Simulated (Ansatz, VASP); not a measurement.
# One calculation of ZnO, two programs

INCAR

```
PREC = Accurate ; ENCUT = 520
EDIFF = 1E-8 ; ISMEAR = -1
SIGMA = 0.02 ; LREAL = False
LASPH = True ; NELM = 120
ALGO = Normal ; ISIF = 2
LWAVE = False ; LCHARG = False
LEFG = True ; NBANDS = 26
GGA_COMPAT = False
```

The input KPOINTS:

```
regular mesh
0
Gamma
  8 8 5
```

The input POSCAR:

```
ZnO
1.0
    3.2493080000      0.0000000000      0.0000000000
   -1.6246540000      2.8139832727      0.0000000000
    0.0000000000      0.0000000000      5.2057090000
Zn O
2 2
Direct
    0.3333333333      0.6666666667      0.4990872424
    0.6666666667      0.3333333333     -0.0009127576
    0.6666666667      0.3333333333      0.3799227576
    0.3333333333      0.6666666667      0.8799227576
```

Input for Ansatz:

```yaml
crystal:
  lattice:
    - [3.249308, 0.0, 0.0]
    - [-1.624654, 2.8139832727, 0.0]
    - [0.0, 0.0, 5.205709]
  atoms:
    - { symbol: Zn, position: [0.3333333333, 0.6666666667, 0.4990872424] }
    - { symbol: Zn, position: [0.6666666667, 0.3333333333, -0.0009127576] }
    - { symbol: O, position: [0.6666666667, 0.3333333333, 0.3799227576] }
    - { symbol: O, position: [0.3333333333, 0.6666666667, 0.8799227576] }
kpoints:
  mp_grid: { grid: [8, 8, 5] }
scf:
  occupations: { method: fermi_dirac, width: 0.02 }
hamiltonian:
  xc: lda
  pseudopotentials: { kind: paw }
output:
  forces: true
  stress: true
  populations: true
  efg:
    quadrupole_moments_barn: { Zn: 0.122, O: -0.02558 }
    contact_densities: true
```

Alike in both runs: task electric field gradients; functional LDA; k mesh 8 × 8 × 5; occupations fermi-dirac, width 0.02 eV; no spin polarisation.

|  | VASP | Ansatz |
| --- | --- | --- |
| version | VASP 6.6.1 | Ansatz 0.2.0 |
| potentials or method | VASP PAW LDA potentials, release 64 (Zn, O) | plane-wave PAW, scalar-relativistic |
| plane-wave cutoff (eV) | 520 | 420 |
| valence electrons in the cell | 36 | 36 |

|  | VASP | Ansatz | Ansatz less VASP |
| --- | --- | --- | --- |
| pressure (GPa) | -6.0 | -7.1 | -1.05 |
| traceless stress, the component that is largest in VASP (GPa) | 0.69 | 0.69 | +0.006 |
| size of Vzz on the site where it differs most (V/Å²) | 5.1 | 4.8 | -0.23 |

LDA's correlation is that of Perdew and Zunger in VASP and of Perdew and Wang (1992) in Ansatz.
